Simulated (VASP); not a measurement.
# Pd in VASP: a series of runs

Runs on Pd. Level: PBE. Tasks: single point.

All numbers are computed with VASP 6.6.1; they aren't measurements. Logs are shortened: lines on timing, memory, paths and dates and some standing lists are left out, and cuts for length are marked.

### Step 1. The cell of the first run

Symmetry: Im-3m, No. 229, cubic system. The conventional cell has a = 3.186 Å, b = 3.186 Å, c = 3.186 Å, α = 90.00°, β = 90.00°, γ = 90.00°. Within 3.6 Å of Pd (site symmetry m-3m) lie 14 Pd at 2.76 to 3.19 Å.

### Step 2. Single point, PBE (volume scaled by 1.04)

File INCAR:

```
PREC = Accurate ; ENCUT = 520
EDIFF = 1E-6 ; ISMEAR = -1
SIGMA = 0.05 ; LREAL = False
LASPH = True ; NELM = 80
ALGO = Normal ; ISIF = 2
LWAVE = False ; LCHARG = False
GGA = PE ; NBANDS = 11
```

File KPOINTS:

```
Automatic mesh
0
Gamma
  12 12 12
```

File POSCAR:

```
Pd
1.0
   -1.5929712806      1.5929712806      1.5929712806
    1.5929712806     -1.5929712806      1.5929712806
    1.5929712806      1.5929712806     -1.5929712806
Pd
1
Direct
    0.0000000000      0.0000000000      0.0000000000
```

Potentials or basis: VASP PAW PBE potentials, release 64 (Pd).

On the command line:

```sh
$ cat potpaw_PBE.64/Pd/POTCAR > POTCAR
$ mpirun -np 1 vasp_std > vasp.out
```

OUTCAR:

```text
PREC = Accurate
   ENCUT = 520
   EDIFF = 1E-6
   ISMEAR = -1
   LREAL = False
   LASPH = True
   NELM = 80
   ISIF = 2
   GGA = PE

 ion  position               nearest neighbor table
   1  0.000  0.000  0.000-

  LATTYP: Found a body centered cubic cell.
 ALAT       =     3.1859425612

  Lattice vectors:

 A1 = (  -1.5929712806,   1.5929712806,   1.5929712806)
 A2 = (   1.5929712806,  -1.5929712806,   1.5929712806)
 A3 = (   1.5929712806,   1.5929712806,  -1.5929712806)

Analysis of symmetry for initial positions (statically):
=====================================================================
 Subroutine PRICEL returns:
 Original cell was already a primitive cell.

 Routine SETGRP: Setting up the symmetry group for a
 body centered cubic supercell.

 Subroutine GETGRP returns: Found 48 space group operations
[... 9 lines left out ...]

 Routine SETGRP: Setting up the symmetry group for a
 body centered cubic supercell.

 Subroutine GETGRP returns: Found 48 space group operations
[... 11 lines left out ...]
                                     Primitive cell

  volume of cell :      16.1690

  direct lattice vectors                    reciprocal lattice vectors
    -1.592971281  1.592971281  1.592971281     0.000000000  0.313878854  0.313878854
     1.592971281 -1.592971281  1.592971281     0.313878854  0.000000000  0.313878854
     1.592971281  1.592971281 -1.592971281     0.313878854  0.313878854  0.000000000

  length of vectors
     2.759107193  2.759107193  2.759107193     0.443891732  0.443891732  0.443891732

  position of ions in fractional coordinates (direct lattice)
     0.000000000  0.000000000  0.000000000

  ion indices of the primitive-cell ions
   primitive index   ion index
                 1           1

----------------------------------------------------------------------------------------

 KPOINTS: Automatic mesh

Automatic generation of k-mesh.
 Grid dimensions read from file:
 generate k-points for:   12   12   12

 Generating k-lattice:

  Cartesian coordinates                     Fractional coordinates (reciprocal lattice)
     0.000000000  0.026156571  0.026156571     0.083333333  0.000000000  0.000000000
     0.026156571  0.000000000  0.026156571     0.000000000  0.083333333  0.000000000
     0.026156571  0.026156571  0.000000000     0.000000000  0.000000000  0.083333333

  Length of vectors
     0.036990978  0.036990978  0.036990978

  Shift w.r.t. Gamma in fractional coordinates (k-lattice)
     0.000000000  0.000000000  0.000000000

 Subroutine IBZKPT returns following result:
 ===========================================

 Found     72 irreducible k-points:

 Following reciprocal coordinates:
            Coordinates               Weight
  0.000000  0.000000  0.000000      1.000000
  0.083333  0.000000  0.000000     12.000000
  0.166667  0.000000  0.000000     12.000000
  0.250000  0.000000  0.000000     12.000000
  0.333333  0.000000  0.000000     12.000000
  0.416667  0.000000  0.000000     12.000000
[... 16 lines left out ...]
  0.333333  0.083333  0.083333     24.000000
  0.416667  0.083333  0.083333     12.000000
 [... further k-points ...]
   k-points           NKPTS =     72   k-points in BZ     NKDIM =     72   number of bands    NBANDS=     11
   number of dos      NEDOS =    301   number of ions     NIONS =      1
   total plane-waves  NPLWV =  13824
   dimension x,y,z NGX =    24 NGY =   24 NGZ =   24
   dimension x,y,z NGXF=    48 NGYF=   48 NGZF=   48
   ions per type =               1
   NGX,Y,Z   is equivalent  to a cutoff of  14.46, 14.46, 14.46 a.u.
   NGXF,Y,Z  is equivalent  to a cutoff of  28.92, 28.92, 28.92 a.u.
 SYSTEM =  unknown system
   PREC   = accura    normal or accurate (medium, high low for compatibility)
   ISTART =      0    job   : 0-new  1-cont  2-samecut
   ICHARG =      2    charge: 1-file 2-atom 10-const
   ISPIN  =      1    spin polarized calculation?
   LNONCOLLINEAR =      F non collinear calculations
   LSORBIT =      F    spin-orbit coupling
   LASPH  =      T    aspherical Exc in radial PAW
   ENCUT  =  520.0 eV  38.22 Ry    6.18 a.u.   5.13  5.13  5.13*2*pi/ulx,y,z
   NELM   =     80;   NELMIN=  2; NELMDL= -5     # of ELM steps
   EDIFF  = 0.1E-05   stopping-criterion for ELM
   LREAL  =      F    real-space projection
   EDIFFG = 0.1E-04   stopping-criterion for IOM
   NSW    =      0    number of steps for IOM
   IBRION =     -1    ionic relax: 0-MD 1-quasi-New 2-CG
   NFREE  =      0    steps in history (QN), initial steepest desc. (CG)
   ISIF   =      2    stress and relaxation
   ISYM   =      2    0-nonsym 1-usesym 2-fastsym
   POTIM  = 0.5000    time-step for ionic-motion
   TEBEG  =    0.0;   TEEND  =   0.0 temperature during run
   PSTRESS=    0.0 pullay stress
   NELECT =      10.0000    total number of electrons
   NUPDOWN=      -1.0000    fix difference up-down
   EMIN   =  10.00;   EMAX   =-10.00  energy-range for DOS
   EFERMI =   0.00;   METHOD = LEGACY
   ISMEAR =    -1;   SIGMA  =   0.05  broadening in eV -4-tet -1-fermi 0-gaus
   EFERMI_NEDOS =   21; number of points for ismear=-14 and -15
   IALGO  =     38    algorithm
   IMIX   =      4    mixing-type and parameters
     AMIX     =   0.40;   BMIX     =  1.00
     AMIX_MAG =   1.60;   BMIX_MAG =  1.00
  volume/ion in A,a.u.               =      16.17       109.11
  Fermi-wavevector in a.u.,A,eV,Ry     =   1.394805  2.635800 26.469883  1.945482
  Thomas-Fermi vector in A             =   2.518319
   LORBIT       =      0    0 simple, 1 ext, 2 COOP (PROOUT), +10 PAW based schemes
   GGA     = PE    functional components
   LHFCALC =     F    Hartree Fock is set to
   AEXX    =    0.0000 exact exchange contribution
   IVDW    =     0    specifies the selected vdW correction
   LEPSILON=     F    determine dielectric tensor
   LRPA    =     F    only Hartree local field effects (RPA)
 non-spin polarized calculation
  energy-cutoff  :      520.00
  volume of cell :       16.17
 maximum number of plane-waves:       466
 NGX is ok and might be reduce to    24
   NGX = 11   NGY = 11   NGZ = 11

 number of electron      10.0000000 magnetization

 number of electron       9.9999998 magnetization

 Free energy of the ion-electron system (eV)
  ---------------------------------------------------
  ext. energy  EPLUGINS =         0.00000000
  ---------------------------------------------------
  free energy    TOTEN  =        -5.16433948 eV

  energy without entropy =       -5.15300947  energy(sigma->0) =       -5.15867448

 E-fermi :   8.3005     XC(G=0): -12.6142

 val. band max:        8.2911328638   @ k =  -0.2500   0.2500   0.1667
 cond. band min:       8.3596495554   @ k =  -0.4167   0.4167   0.2500
 fundamental gap:      0.0685166916
 Fermi energy:         8.3004637691

 k-point     1 :       0.0000    0.0000    0.0000
  band No.  band energies     occupation
      1       1.8667      2.00000
      2       5.7467      2.00000
      3       5.7467      2.00000
      4       5.7467      2.00000
      5       7.4812      2.00000
      6       7.4812      2.00000
      7      27.4774      0.00000
      8      27.4774      0.00000
      9      27.4774      0.00000
     10      35.0910      0.00000
     11      35.0910      0.00000

 k-point     2 :       0.0833    0.0000    0.0000
  band No.  band energies     occupation
      1       2.1115      2.00000
      2       5.6699      2.00000
      3       5.7506      2.00000
      4       5.9120      2.00000
      5       7.3955      2.00000
      6       7.4871      2.00000
      7      27.1972      0.00000
      8      27.4714      0.00000
      9      27.7446      0.00000
     10      33.1216      0.00000
     11      33.6392      0.00000

 k-point     3 :       0.1667    0.0000    0.0000
  band No.  band energies     occupation
      1       2.7814      2.00000
      2       5.4661      2.00000
      3       5.7671      2.00000
      4       6.3854      2.00000
      5       7.2421      2.00000
      6       7.5082      2.00000
      7      25.7856      0.00000
      8      26.9946      0.00000
      9      28.4757      0.00000
     10      32.0436      0.00000
     11      32.1608      0.00000

 k-point     4 :       0.2500    0.0000    0.0000
  band No.  band energies     occupation
      1       3.5587      2.00000
      2       5.2006      2.00000
      3       6.0153      2.00000
      4       7.0924      2.00000
      5       7.2004      2.00000
      6       7.5490      2.00000
      7      23.0128      0.00000
      8      25.7417      0.00000
      9      29.4713      0.00000
     10      29.7004      0.00000
     11      31.7240      0.00000

 k-point     5 :       0.3333    0.0000    0.0000
  band No.  band energies     occupation
      1       3.8373      2.00000
      2       4.9481      2.00000
      3       7.0432      2.00000
      4       7.3443      2.00000
      5       7.6046      2.00000
      6       7.8909      1.99945
      7      19.8279      0.00000
      8      24.4336      0.00000
      9      27.4378      0.00000
     10      30.4489      0.00000
     11      32.0122      0.00000
[... 211 lines left out ...]
 k-point    21 :       0.1667    0.0833    0.0833
  band No.  band energies     occupation
      1       3.9839      2.00000
      2       5.1489      2.00000
      3       5.3947      2.00000
      4       7.3199      2.00000
      5       7.5052      2.00000
      6       7.9340      1.99869
      7      23.2036      0.00000
      8      24.5273      0.00000
      9      25.8723      0.00000
     10      29.6630      0.00000
     11      35.1830      0.00000

 k-point    22 :       0.2500    0.0833    0.0833
  band No.  band energies     occupation
      1       4.2353      2.00000
      2       4.9168      2.00000
      3       6.0518      2.00000
      4       7.3668      2.00000
      5       7.6016      2.00000
      6       9.1973      0.00000
      7      20.0028      0.00000
      8      23.4255      0.00000
      9      24.4024      0.00000
     10      30.7743      0.00000
     11      34.8447      0.00000

 k-point    23 :       0.3333    0.0833    0.0833
  band No.  band energies     occupation
      1       4.1028      2.00000
      2       4.7641      2.00000
      3       6.9906      2.00000
      4       7.4480      2.00000
      5       7.6641      1.99999
      6      10.7078      0.00000
      7      17.0822      0.00000
      8      22.6674      0.00000
      9      23.3812      0.00000
     10      31.6157      0.00000
     11      34.6703      0.00000

 k-point    24 :       0.4167    0.0833    0.0833
  band No.  band energies     occupation
      1       4.0299      2.00000
      2       4.7110      2.00000
      3       7.3972      2.00000
      4       7.4821      2.00000
      5       7.6862      1.99999
      6      11.7562      0.00000
      7      15.5270      0.00000
      8      22.3993      0.00000
      9      22.9915      0.00000
     10      31.9134      0.00000
     11      34.7116      0.00000

 [... further k-points ...]
[... 5 lines left out ...]
  --------------------------------------------------------------------------------------
  -------------------------------------------------------------------------------------
  Total       -0.6966162     -0.6966162     -0.6966162      0.0000000     -0.0000000      0.0000000
  in kB      -69.0272109    -69.0272109    -69.0272109      0.0000000     -0.0000000      0.0000000
  external PRESSURE =     -69.0272109 kB  Pullay stress =       0.0000000 kB

 VOLUME and BASIS-vectors are now :
 -----------------------------------------------------------------------------
  energy-cutoff  :      520.00
  volume of cell :       16.17
      direct lattice vectors                 reciprocal lattice vectors
    -1.592971281  1.592971281  1.592971281     0.000000000  0.313878854  0.313878854
     1.592971281 -1.592971281  1.592971281     0.313878854  0.000000000  0.313878854
     1.592971281  1.592971281 -1.592971281     0.313878854  0.313878854  0.000000000

 POSITION                                       TOTAL-FORCE (eV/Angst)
 -----------------------------------------------------------------------------------
      0.00000      0.00000      0.00000         0.000000      0.000000      0.000000
 -----------------------------------------------------------------------------------
    total drift:                                0.000000      0.000000     -0.000000

  FREE ENERGIE OF THE ION-ELECTRON SYSTEM (eV)
  ---------------------------------------------------
  free  energy   TOTEN  =        -5.1643394813 eV

  energy  without entropy=       -5.1530094748  energy(sigma->0) =       -5.15867448
```

It took 4.4 s on 1 thread of Intel Xeon 6975P-C (Granite Rapids), shared host; peak memory 0.14 GiB.

Results:

| Item | Value |
| --- | --- |
| Free energy | -5.1643 eV |
| Pressure | -6.9 GPa |
| Band gap on the k mesh | zero (band 5 reaches 8.82 eV, above the bottom of band 6 at 7.38 eV) |

### Step 3. Single point, PBE (volume scaled by 1.06)

File INCAR:

```
PREC = Accurate
ENCUT = 520
EDIFF = 1E-7
ISMEAR = -1
SIGMA = 0.05
LREAL = False
LASPH = True
NELM = 100
ALGO = Normal
ISIF = 2
LWAVE = False
LCHARG = True
GGA = PE
LELF = True
LVHAR = True
NBANDS = 11
```

File KPOINTS:

```
regular mesh
0
Gamma
  12 12 12
```

File POSCAR:

```
Pd
1.0
   -1.6031178681      1.6031178681      1.6031178681
    1.6031178681     -1.6031178681      1.6031178681
    1.6031178681      1.6031178681     -1.6031178681
Pd
1
Direct
    0.0000000000      0.0000000000      0.0000000000
```

Potentials or basis: VASP PAW PBE potentials, release 64 (Pd).

On the command line:

```sh
$ cat potpaw_PBE.64/Pd/POTCAR > POTCAR
$ mpirun -np 1 vasp_std > vasp.out
```

Wall time 4.7 s (1 thread of Intel Xeon 6975P-C (Granite Rapids), shared host); peak memory 0.14 GiB.

The run converged. Its results:

| Item | Value |
| --- | --- |
| Free energy | -5.1489 eV |
| Pressure | -9.1 GPa |
| Band gap on the k mesh | zero (band 5 reaches 8.52 eV, above the bottom of band 6 at 7.13 eV) |

Levels at points of the mesh, in eV from the Fermi level:
```
           k point  band 2  band 3  band 4  band 5  band 6  band 7  band 8  band 9
(0.00, 0.00, 0.00)   -2.48   -2.48   -2.48   -0.80   -0.80   19.12   19.12   19.12
(0.50, 0.00, 0.00)   -3.49   -0.87   -0.61    0.50    1.61    7.09   14.86   16.79
(0.50, 0.50, 0.50)   -4.38    0.18    0.18    0.18    8.85    8.85    8.85   15.97
```

### Step 4. Single point, PBE (the cell strained at random)

File INCAR:

```
SYSTEM = Pd
ALGO = Fast
EDIFF = 1E-6
ENCUT = 520
GGA = PE
ISIF = 2
ISMEAR = -1
LASPH = .True.
LCHARG = .True.
LELF = .True.
LREAL = .False.
LVHAR = .True.
LWAVE = .False.
NBANDS = 11
NELM = 100
PREC = Accurate
SIGMA = 0.05
```

File KPOINTS:

```
k-points
0
Gamma
  12 12 12
  0 0 0
```

File POSCAR:

```
Pd
1.0
   -1.5991770000      1.5491200000      1.6284520000
    1.6029660000     -1.5085400000      1.5916620000
    1.5779050000      1.4872690000     -1.5878730000
Pd
1
Direct
    0.0129120000     -0.0010450000     -0.0121700000
```

On the command line:

```sh
$ cat potpaw_PBE.64/Pd/POTCAR > POTCAR
$ mpirun -np 1 vasp_std > vasp.out
```

Run time: 32 s. Hardware: 1 thread of Intel Xeon 6975P-C (Granite Rapids), shared host; peak memory 0.25 GiB.

The run converged. Its results:

| Property | Result |
| --- | --- |
| Free energy | -5.1801 eV |
| Pressure | -1.2 GPa |
| Band gap on the k mesh | zero (band 5 reaches 9.53 eV, above the bottom of band 6 at 7.94 eV) |

Stress tensor (GPa, compression positive):
```
-0.93  1.24 -0.42
 1.24 -2.13 -2.42
-0.42 -2.42 -0.54
```

Levels at points of the mesh, in eV from the Fermi level:
| k point | band 3 | band 4 | band 5 | band 6 | band 7 | band 8 |
| --- | --- | --- | --- | --- | --- | --- |
| (0.00, 0.00, 0.00) | -2.61 | -2.50 | -1.10 | -0.67 | 18.80 | 19.06 |
| (0.50, 0.00, 0.00) | -0.90 | -0.42 | 0.49 | 1.43 | 7.39 | 15.06 |
| (0.00, 0.50, 0.00) | -1.22 | -0.75 | 0.51 | 1.27 | 7.16 | 15.46 |
| (0.50, 0.50, 0.00) | -0.82 | -0.44 | 0.54 | 1.59 | 7.66 | 14.78 |
| (0.00, 0.00, 0.50) | -0.90 | -0.51 | 0.61 | 1.79 | 7.97 | 14.61 |
| (0.50, 0.00, 0.50) | -1.23 | -0.78 | 0.51 | 1.31 | 7.23 | 15.51 |
| (0.00, 0.50, 0.50) | -1.05 | -0.56 | 0.63 | 1.80 | 7.99 | 14.72 |
| (0.50, 0.50, 0.50) | 0.09 | 0.17 | 0.37 | 8.37 | 8.73 | 10.19 |

Caveat: the cell differs from its parent crystal (the cell strained at random).

### Step 5. Overview

```csv
cell,gap on the mesh (eV),pressure (GPa)
"a = 2.759 Å, angles 109.5°, 1 atom",none,-6.9
"a = 2.777 Å, angles 109.5°, 1 atom",none,-9.1
"a = 2.758, b = 2.716, c = 2.688 Å, angles 107.9, 112.2, 107.9°, 1 atom",none,-1.2
```

Alike in all rows: task single point; level PBE; potentials or basis VASP PAW PBE potentials, release 64 (Pd); no spin polarisation; k mesh 12 × 12 × 12; cutoff (eV) 520; smearing fermi-dirac 0.05 eV.

Absolute energies hang on the potentials; compare differences alone.
